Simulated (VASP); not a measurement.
Crystal: NaF.

```
Na F
1.0
     2.86480    0.00000    0.00000
     0.00000    2.86480    0.00000
     0.00000    0.00000    2.86480
Na F
1 1
Direct
  0.00000 0.00000 0.00000
  0.50000 0.50000 0.50000
```

```yaml
Program: VASP 6.6.1
Task: relaxation of cell and atoms
Functional: r2SCAN
Potentials_or_basis: VASP PAW PBE potentials, release 64 (Na_pv, F)
Cutoff: 600 eV
k_mesh: 8 × 8 × 8
Occupations: fermi-dirac, width 0.02 eV
Spin: no spin polarisation
```

At the start: pressure -4.7 GPa; volume 11.76 Å³/atom.

Where does the relaxation end?

Over 5 steps the energy falls by 17.4 meV/atom and the volume is 10.70 Å³/atom (-9.0 %); space group Pm-3m (No. 221, to 0.05 Å).

Step by step:
```tsv
step	energy change (eV)	largest force (eV/Å)	pressure (GPa)	volume (Å³)
1	0.0000	0.0000	-4.69	23.51
2	-0.0265	0.0000	-2.39	22.36
3	-0.0338	0.0000	-0.82	21.68
4	-0.0348	0.0000	0.14	21.35
5	-0.0347	0.0000	-0.03	21.40
```

Final structure:
```xyz
2
Lattice="2.7762 0.0000 0.0000 0.0000 2.7762 0.0000 0.0000 0.0000 2.7762" Properties=species:S:1:pos:R:3 pbc="T T T"
Na    0.0000    0.0000    0.0000
F     1.3881    1.3881    1.3881
```

Caveat: the PAW data sets were made with another functional, which shifts forces and pressure a little.
